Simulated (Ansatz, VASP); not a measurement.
# Two plane-wave programs on MgO

```xyz
12
Lattice="5.5231 0.0000 0.0000 0.0000 5.5231 0.0000 0.0000 0.0000 5.5231" Properties=species:S:1:pos:R:3 pbc="T T T"
Mg    1.3808   -0.0288    2.7615
Mg    0.0000    2.7903    1.3808
Mg    2.7615    4.1423    0.0000
Mg    4.1423   -0.0288    2.7615
Mg    0.0000    2.7903    4.1423
Mg    2.7615    1.3808    0.0000
O     1.3808    2.7839    0.0000
O     2.7615   -0.0224    1.3808
O     0.0000    4.1423    2.7615
O     4.1423    2.7839    0.0000
O     2.7615   -0.0224    4.1423
O     0.0000    1.3808    2.7615
```

Change from the starting cell: mode 14 frozen in at -0.029 Å and mode 24 at +0.000 Å (largest displacements).

Alike in both runs: task single point; functional LDA; k mesh 4 × 4 × 4; occupations gaussian, width 0.05 eV; no spin polarisation.

|  | VASP | Ansatz |
| --- | --- | --- |
| version | VASP 6.6.1 | Ansatz 0.2.0 |
| potentials or method | VASP PAW LDA potentials, release 64 (Mg, O), cutoff 520 eV | scalar-relativistic, plane waves, PAW |
| valence electrons in the cell | 48 | 96 |

|  | VASP | Ansatz | Ansatz less VASP |
| --- | --- | --- | --- |
| gap on the k mesh at the Fermi level (eV) | 2.85 | 2.86 | +0.009 |
| least direct gap on the mesh (eV) | 2.86 | 2.86 | +0.009 |
| pressure (GPa) | -0.7 | 0.0 | +0.73 |
| rms of the force components (eV/Å) | 0.137 | 0.134 | -0.0033 |

Ansatz warns that its potentials were made for another functional, while VASP's fit it. LDA's correlation is that of Perdew and Zunger in VASP and of Perdew and Wang (1992) in Ansatz. Atom by atom the forces differ by 0.003 eV/Å (rms over components). VASP's potentials hold 48 valence electrons a cell and Ansatz's 96, so a difference there can come from the potentials and not from the codes.
